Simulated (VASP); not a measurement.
Input of a VASP 6.6.1 run:

The input INCAR:

```
SYSTEM = BP
  PREC = Accurate
  ENCUT = 500
  EDIFF = 1E-6
  ISMEAR = 0
  SIGMA = 0.02
  LREAL = .FALSE.
  LASPH = .TRUE.
  NELM = 120
  ALGO = Normal
  ISIF = 2
  LWAVE = .FALSE.
  LCHARG = .FALSE.
  GGA = PE
  NBANDS = 11
  GGA_COMPAT = .FALSE.
```

The input KPOINTS:

```
regular mesh
0
G
  10 10 10
  0 0 0
```

File POSCAR:

```
BP
1.0
    0.0000000000      2.2740785309      2.2740785309
    2.2740785309      0.0000000000      2.2740785309
    2.2740785309      2.2740785309      0.0000000000
B P
1 1
Direct
    0.0000000000      0.0000000000      0.0000000000
    0.2500000000      0.2500000000      0.2500000000
```

Potentials or basis: VASP PAW PBE potentials, release 64 (B, P).

Command:

```console
$ cat potpaw_PBE.64/B/POTCAR potpaw_PBE.64/P/POTCAR > POTCAR
$ mpirun -np 1 vasp_std > vasp.out
```

(1) Estimate the band gap on the k mesh.

(2) What does it give for the pressure?

Answers

(1) 1.25 eV, indirect (least direct gap 3.39 eV).

(2) -0.2 GPa.
